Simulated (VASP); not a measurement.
Write the native input for VASP 6.6.1 that does the following.

| Quantity | Value |
| --- | --- |
| Task | single point |
| Functional | PBE |
| Dispersion | D3(BJ) |
| Potentials or basis | VASP PAW PBE potentials, release 64 (Mg, Se) |
| Cutoff | 600 eV |
| k mesh | 6 × 6 × 6 |
| Occupations | gaussian, width 0.1 eV |
| Spin | no spin polarisation |
| Dipole correction | no |
| Further INCAR settings | ALGO = Normal; EDIFF = 1e-06; NBANDS = 11 |

The structure of MgSe (f.bd3) lies in POSCAR:

```
MgSe
1.0
    0.0000000000      2.7250000000      2.7250000000
    2.7250000000      0.0000000000      2.7250000000
    2.7250000000      2.7250000000      0.0000000000
Mg Se
1 1
Direct
    0.0000000000      0.0000000000      0.0000000000
    0.5000000000      0.5000000000      0.5000000000
```

One way to write it, as run:

INCAR

```
  PREC = Accurate
  ENCUT = 600
  EDIFF = 1E-6
  ISMEAR = 0
  SIGMA = 0.1
  LREAL = False
  LASPH = True
  NELM = 120
  ALGO = Normal
  ISIF = 2
  LWAVE = False
  LCHARG = False
  GGA = PE
  IVDW = 12
  NBANDS = 11
  GGA_COMPAT = False
```

KPOINTS

```
Automatic mesh
0
Gamma
  6 6 6
```

Potentials or basis: VASP PAW PBE potentials, release 64 (Mg, Se).

The run is started by

```console
$ cat potpaw_PBE.64/Mg/POTCAR potpaw_PBE.64/Se/POTCAR > POTCAR
$ mpirun -np 1 vasp_std > vasp.out
```

It gave:

The pressure is -1.0 GPa and the band gap on the k mesh is 1.80 eV, indirect (least direct gap 2.60 eV). The dispersion energy per atom is -0.373 eV.

Wall time 6 s on 1 thread of Intel(R) Xeon(R) 6975P-C (Granite Rapids), on a shared host, peak memory 0.18 GiB.
